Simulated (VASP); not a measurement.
# LaAl2SiRu2 (P4/mmm) in VASP: notebook

LaAl2SiRu2 is run at these levels: PBEsol, PBEsol+D3(BJ); tasks: single point.

Program: VASP 6.6.1. These are calculated values, not measurements. Logs are shortened: lines on timing, memory, paths and dates and some standing lists are left out, and cuts for length are marked.

### 1 The cell of the first run

The structure is tetragonal, space group P4/mmm (No. 123). Conventional cell: a = 4.395 Å, b = 4.395 Å, c = 5.825 Å, α = 90.00°, β = 90.00°, γ = 90.00°. Within 3.8 Å of La (site symmetry 4/mmm) lie 2 Si at 2.91 Å and 8 Al at 3.42 Å and 8 Ru at 3.65 Å. Si (site symmetry 4/mmm) has 4 Ru at 2.20 Å and 2 La at 2.91 Å within 3.0 Å. Al (site symmetry 4mm) has 4 Ru at 2.65 Å and 2 Al at 2.85 to 2.97 Å and 4 La at 3.42 Å and 4 Si at 3.44 Å within 3.5 Å. Within 2.9 Å of Ru (site symmetry mmm) lie 2 Si at 2.20 Å and 4 Al at 2.65 Å.

### 2 Single point, PBEsol

INCAR reads:

```
ALGO = Normal
EDIFF = 1E-6
ENCUT = 520
GGA = PS
ISIF = 2
ISMEAR = -1
LASPH = True
LCHARG = True
LELF = True
LREAL = False
LVHAR = True
LWAVE = False
NBANDS = 34
NELM = 80
PREC = Accurate
SIGMA = 0.0104
```

KPOINTS reads:

```
k-points
0
Gamma
  4 4 3
```

POSCAR reads:

```
LaAl2SiRu2
1.0
    4.3951005728      0.0000000000      0.0000000000
    0.0000000000      4.3951005728      0.0000000000
    0.0000000000      0.0000000000      5.8249440964
La Si Al Ru
1 1 2 2
Direct
    0.0000000000      0.0000000000      0.5000000000
    0.0000000000      0.0000000000      0.0000000000
    0.5000000000      0.5000000000      0.2551282944
    0.5000000000      0.5000000000      0.7448717056
    0.0000000000      0.5000000000      0.0000000000
    0.5000000000      0.0000000000      0.0000000000
```

Potentials or basis: VASP PAW PBE potentials, release 64 (La, Si, Al, Ru_pv).

On the command line:

```
$ cat potpaw_PBE.64/La/POTCAR potpaw_PBE.64/Si/POTCAR potpaw_PBE.64/Al/POTCAR potpaw_PBE.64/Ru_pv/POTCAR > POTCAR
$ mpirun -np 1 vasp_std > vasp.out
```

OUTCAR:

```text
EDIFF = 1E-6
   ENCUT = 520
   GGA = PS
   ISIF = 2
   ISMEAR = -1
   LASPH = True
   LREAL = False
   NELM = 80
   PREC = Accurate

 ion  position               nearest neighbor table
   1  0.000  0.000  0.500-   2 2.91   2 2.91   4 3.42   3 3.42   3 3.42   4 3.42   3 3.42   4 3.42
                             3 3.42   4 3.42
   2  0.000  0.000  0.000-   5 2.20   6 2.20   5 2.20   6 2.20   1 2.91   1 2.91
   3  0.500  0.500  0.255-   5 2.65   6 2.65   6 2.65   5 2.65   4 2.85   4 2.97   1 3.42   1 3.42
                             1 3.42   1 3.42
   4  0.500  0.500  0.745-   5 2.65   6 2.65   6 2.65   5 2.65   3 2.85   3 2.97   1 3.42   1 3.42
                             1 3.42   1 3.42
   5  0.000  0.500  0.000-   2 2.20   2 2.20   4 2.65   3 2.65   3 2.65   4 2.65   6 3.11   6 3.11
                             6 3.11   6 3.11
   6  0.500  0.000  0.000-   2 2.20   2 2.20   4 2.65   3 2.65   4 2.65   3 2.65   5 3.11   5 3.11
                             5 3.11   5 3.11

  LATTYP: Found a simple tetragonal cell.
 ALAT       =     4.3951005728
 C/A-ratio  =     1.3253266905

  Lattice vectors:

 A1 = (   4.3951005728,   0.0000000000,   0.0000000000)
 A2 = (   0.0000000000,   4.3951005728,   0.0000000000)
 A3 = (   0.0000000000,   0.0000000000,   5.8249440964)

Analysis of symmetry for initial positions (statically):
=====================================================================
 Subroutine PRICEL returns:
 Original cell was already a primitive cell.

 Routine SETGRP: Setting up the symmetry group for a
 simple tetragonal supercell.

 Subroutine GETGRP returns: Found 16 space group operations
 (whereof 16 operations were pure point group operations)
 out of a pool of 16 trial point group operations.

The static configuration has the point symmetry D_4h.

Analysis of symmetry for dynamics (positions and initial velocities):
=====================================================================
 Subroutine PRICEL returns:
 Original cell was already a primitive cell.

 Routine SETGRP: Setting up the symmetry group for a
 simple tetragonal supercell.

 Subroutine GETGRP returns: Found 16 space group operations
 (whereof 16 operations were pure point group operations)
 out of a pool of 16 trial point group operations.

The dynamic configuration has the point symmetry D_4h.

 Subroutine INISYM returns: Found 16 space group operations
 (whereof 16 operations are pure point group operations),
 and found     1 'primitive' translations

[... 89 lines left out ...]
   EDIFF  = 0.1E-05   stopping-criterion for ELM
   LREAL  =      F    real-space projection
   EDIFFG = 0.1E-04   stopping-criterion for IOM
   NSW    =      0    number of steps for IOM
   IBRION =     -1    ionic relax: 0-MD 1-quasi-New 2-CG
   NFREE  =      0    steps in history (QN), initial steepest desc. (CG)
   ISIF   =      2    stress and relaxation
   ISYM   =      2    0-nonsym 1-usesym 2-fastsym
   POTIM  = 0.5000    time-step for ionic-motion
   TEBEG  =    0.0;   TEEND  =   0.0 temperature during run
   PSTRESS=    0.0 pullay stress
   NELECT =      49.0000    total number of electrons
   NUPDOWN=      -1.0000    fix difference up-down
   EMIN   =  10.00;   EMAX   =-10.00  energy-range for DOS
   EFERMI =   0.00;   METHOD = LEGACY
   ISMEAR =    -1;   SIGMA  =   0.01  broadening in eV -4-tet -1-fermi 0-gaus
   EFERMI_NEDOS =   21; number of points for ismear=-14 and -15
   IALGO  =     38    algorithm
   IMIX   =      4    mixing-type and parameters
     AMIX     =   0.40;   BMIX     =  1.00
     AMIX_MAG =   1.60;   BMIX_MAG =  1.00
  volume/ion in A,a.u.               =      18.75       126.55
  Fermi-wavevector in a.u.,A,eV,Ry     =   1.240882  2.344926 20.950081  1.539787
  Thomas-Fermi vector in A             =   2.375303
   LORBIT       =      0    0 simple, 1 ext, 2 COOP (PROOUT), +10 PAW based schemes
   GGA     = PS    functional components
   LHFCALC =     F    Hartree Fock is set to
   AEXX    =    0.0000 exact exchange contribution
   IVDW    =     0    specifies the selected vdW correction
   LEPSILON=     F    determine dielectric tensor
   LRPA    =     F    only Hartree local field effects (RPA)
 non-spin polarized calculation
  energy-cutoff  :      520.00
  volume of cell :      112.52
 maximum number of plane-waves:      3046
 NGX is ok and might be reduce to    36
   NGX = 17   NGY = 17   NGZ = 21

 number of electron      49.0000008 magnetization

 Free energy of the ion-electron system (eV)
  ---------------------------------------------------
  ext. energy  EPLUGINS =         0.00000000
  ---------------------------------------------------
  free energy    TOTEN  =       -42.33796477 eV

  energy without entropy =      -42.33603415  energy(sigma->0) =      -42.33699946

 E-fermi :   8.8413     XC(G=0): -11.0810

 val. band max:        8.8169999866   @ k =   0.5000   0.2500   0.3333
 cond. band min:       8.8858525483   @ k =   0.2500   0.2500   0.0000
 fundamental gap:      0.0688525617
 Fermi energy:         8.8412773382

 k-point     1 :       0.0000    0.0000    0.0000
  band No.  band energies     occupation
      1     -34.1517      2.00000
      2     -34.1517      2.00000
      3     -33.7276      2.00000
      4     -33.7276      2.00000
      5     -33.3466      2.00000
      6     -33.3183      2.00000
[... 433 lines left out ...]
     33      11.0914      0.00000
     34      11.1768      0.00000

------------------------ aborting loop because EDIFF is reached ----------------------------------------

  FORCE on cell =-STRESS in cart. coord.  units (eV):
  Direction    XX          YY          ZZ          XY          YZ          ZX
  --------------------------------------------------------------------------------------
  -------------------------------------------------------------------------------------
  Total        0.0822691      0.0822691     -0.0361379      0.0000000      0.0000000     -0.0000000
  in kB        1.1714343      1.1714343     -0.5145698      0.0000000      0.0000000     -0.0000000
  external PRESSURE =       0.6094329 kB  Pullay stress =       0.0000000 kB

 VOLUME and BASIS-vectors are now :
 -----------------------------------------------------------------------------
  energy-cutoff  :      520.00
  volume of cell :      112.52
      direct lattice vectors                 reciprocal lattice vectors
     4.395100573  0.000000000  0.000000000     0.227526079  0.000000000  0.000000000
     0.000000000  4.395100573  0.000000000     0.000000000  0.227526079  0.000000000
     0.000000000  0.000000000  5.824944096     0.000000000  0.000000000  0.171675467

 POSITION                                       TOTAL-FORCE (eV/Angst)
 -----------------------------------------------------------------------------------
      0.00000      0.00000      2.91247         0.000000      0.000000      0.000000
      0.00000      0.00000      0.00000         0.000000      0.000000      0.000000
      2.19755      2.19755      1.48611         0.000000     -0.000000      0.005812
      2.19755      2.19755      4.33884        -0.000000     -0.000000     -0.005812
      0.00000      2.19755      0.00000         0.000000      0.000000      0.000000
      2.19755      0.00000      0.00000         0.000000      0.000000      0.000000
 -----------------------------------------------------------------------------------
    total drift:                                0.000000     -0.000000     -0.000000

  FREE ENERGIE OF THE ION-ELECTRON SYSTEM (eV)
  ---------------------------------------------------
  free  energy   TOTEN  =       -42.3379647662 eV

  energy  without entropy=      -42.3360341499  energy(sigma->0) =      -42.33699946
```

Wall time 3.8 min (1 thread of Intel Xeon 8259CL, shared host); peak memory 0.27 GiB.

What came out:

```
Free energy            : -42.3380 eV
Pressure               : 0.1 GPa
Largest force          : 0.006 eV/Å
Band gap on the k mesh : zero (an odd number of electrons rules out a gap without spin polarisation)
```

Forces in eV/Å, atoms in the order of the input:
```
La   0.000  0.000  0.000
Si   0.000  0.000  0.000
Al   0.000  0.000  0.006
Al   0.000  0.000 -0.006
Ru   0.000  0.000  0.000
Ru   0.000  0.000  0.000
```

Stress tensor (GPa, compression positive):
```
 0.12  0.00  0.00
 0.00  0.12  0.00
 0.00  0.00 -0.05
```

Caveat: the PAW data sets were made with another functional, which shifts forces and pressure a little; spin-orbit coupling is left out, which moves the levels of the heavy elements.

### 3 Single point, PBEsol

INCAR reads:

```
PREC = Accurate ; ENCUT = 520
EDIFF = 1E-6 ; ISMEAR = -1
SIGMA = 0.0104 ; LREAL = F
LASPH = T ; NELM = 100
ALGO = Normal ; ISIF = 2
LWAVE = F ; LCHARG = F
GGA = PS ; NBANDS = 34
```

KPOINTS reads:

```
Automatic mesh
0
Gamma
  4 4 3
```

POSCAR reads:

```
LaAl2SiRu2
1.0
    4.3951098337      0.0000000000      0.0000000000
    0.0000000000      4.3951098337      0.0000000000
    0.0000000000      0.0000000000      5.8249200698
La Si Al Ru
1 1 2 2
Direct
    0.0000000000      0.0000000000      0.5000000000
    0.0000000000      0.0000000000      0.0000000000
    0.5000000000      0.5000000000      0.2551284770
    0.5000000000      0.5000000000      0.7448715230
    0.0000000000      0.5000000000      0.0000000000
    0.5000000000      0.0000000000      0.0000000000
```

Potentials or basis: VASP PAW PBE potentials, release 64 (La, Si, Al, Ru_pv).

On the command line:

```
$ cat potpaw_PBE.64/La/POTCAR potpaw_PBE.64/Si/POTCAR potpaw_PBE.64/Al/POTCAR potpaw_PBE.64/Ru_pv/POTCAR > POTCAR
$ mpirun -np 1 vasp_std > vasp.out
```

Wall time 4 min (1 thread of Intel Xeon 8259CL, shared host); peak memory 0.27 GiB.

The run converged. Its results:

| Quantity | Value |
| --- | --- |
| Free energy | -42.3380 eV |
| Pressure | 0.1 GPa |
| Largest force | 0.006 eV/Å |
| Band gap on the k mesh | zero (an odd number of electrons rules out a gap without spin polarisation) |

Forces on the atoms (eV/Å):
```
La   0.000  0.000  0.000
Si   0.000  0.000  0.000
Al   0.000  0.000  0.006
Al   0.000  0.000 -0.006
Ru   0.000  0.000  0.000
Ru   0.000  0.000  0.000
```

Stress tensor (GPa, compression positive):
```
 0.12  0.00  0.00
 0.00  0.12  0.00
 0.00  0.00 -0.05
```

Levels at points of the mesh, in eV from the Fermi level:
```tsv
k point	band 20	band 21	band 22	band 23	band 24	band 25	band 26	band 27	band 28	band 29
(0.00, 0.00, 0.00)	-1.74	-1.67	-1.39	-1.39	-1.36	0.05	0.53	1.11	1.62	1.62
(0.50, 0.00, 0.00)	-2.76	-2.48	-2.00	-0.81	-0.22	-0.04	0.08	0.94	1.72	1.85
(0.50, 0.50, 0.00)	-1.92	-1.92	-1.38	-1.38	-1.03	-0.95	0.57	0.57	1.88	2.00
```

Caveat: the PAW data sets were made with another functional, which shifts forces and pressure a little; spin-orbit coupling is left out, which moves the levels of the heavy elements.

(Continued in part 2 of 2.)

The gap in the log of VASP goes by the Fermi energy; the results here count the filled bands.